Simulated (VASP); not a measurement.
Set up this calculation in VASP 6.6.1, as the native input.

* Task: single point
* Functional: PBE
* Potentials or basis: VASP PAW PBE potentials, release 64 (Ba_sv)
* Cutoff: 520 eV
* k mesh: 12 × 12 × 12
* Occupations: gaussian, width 0.1 eV
* Spin: no spin polarisation
* Dipole correction: no
* Further INCAR settings: ALGO = Fast; EDIFF = 1e-07; NBANDS = 11

The structure of Ba lies in POSCAR:

```
Ba
1.0
   -2.4011500000      2.4011500000      2.4011500000
    2.4011500000     -2.4011500000      2.4011500000
    2.4011500000      2.4011500000     -2.4011500000
Ba
1
Direct
    0.0000000000      0.0000000000      0.0000000000
```

This cell differs from its parent crystal: strained.

The input as run:

INCAR

```
  PREC = Accurate
  ENCUT = 520
  EDIFF = 1E-7
  ISMEAR = 0
  SIGMA = 0.1
  LREAL = F
  LASPH = T
  NELM = 60
  ALGO = Fast
  ISIF = 2
  LWAVE = F
  LCHARG = F
  GGA = PE
  NBANDS = 11
```

KPOINTS

```
regular mesh
0
Gamma
  12 12 12
```

Potentials or basis: VASP PAW PBE potentials, release 64 (Ba_sv).

The run is started by

```bash
$ cat potpaw_PBE.64/Ba_sv/POTCAR > POTCAR
$ mpirun -np 1 vasp_std > vasp.out
```

It gave:

```
Pressure               : 1.5 GPa
Band gap on the k mesh : zero (bands 5 and 6 overlap by 1.40 eV)
```

Caveat: the cell differs from its parent crystal (strained); spin-orbit coupling is left out, which moves the levels of the heavy elements.

Run time: 15 s on 1 thread of Intel(R) Xeon(R) Platinum 8481C CPU @ 2.70GHz (Sapphire Rapids), with other jobs on the host, peak memory 0.2 GiB.
